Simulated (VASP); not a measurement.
Here is a VASP 6.6.1 calculation.

Contents of INCAR:

```
SYSTEM = Ta4C3
  PREC = Accurate
  ENCUT = 520
  EDIFF = 1E-6
  ISMEAR = 0
  SIGMA = 0.1
  LREAL = .FALSE.
  LASPH = .TRUE.
  NELM = 100
  ALGO = Normal
  ISIF = 2
  LWAVE = .FALSE.
  LCHARG = .FALSE.
  GGA = PS
  NBANDS = 37
```

The input KPOINTS:

```
Automatic mesh
0
G
  8 8 8
  0 0 0
```

The input POSCAR:

```
Ta4C3
1.0
    4.3127279630      0.0000000000      0.0000000000
    0.0000000000      4.3127279630      0.0000000000
    0.0000000000      0.0000000000      4.3127279630
Ta C
4 3
Direct
    0.0000000000      0.5000000000      0.5000000000
    0.5000000000      0.0000000000      0.5000000000
    0.5000000000      0.5000000000      0.0000000000
    0.0000000000      0.0000000000      0.0000000000
    0.5000000000      0.0000000000      0.0000000000
    0.0000000000      0.5000000000      0.0000000000
    0.0000000000      0.0000000000      0.5000000000
```

Potentials or basis: VASP PAW PBE potentials, release 64 (Ta_pv, C).

Launch:

```sh
$ cat potpaw_PBE.64/Ta_pv/POTCAR potpaw_PBE.64/C/POTCAR > POTCAR
$ mpirun -np 1 vasp_std > vasp.out
```

(1) What does it give for the pressure?

(2) What does it give for the band gap on the k mesh?

Answers

(1) 22.8 GPa.

(2) zero (band 28 reaches 8.05 eV, above the bottom of band 29 at 6.93 eV).

Caveat: the PAW data sets were made with another functional, which shifts forces and pressure a little; spin-orbit coupling is left out, which moves the levels of the heavy elements.
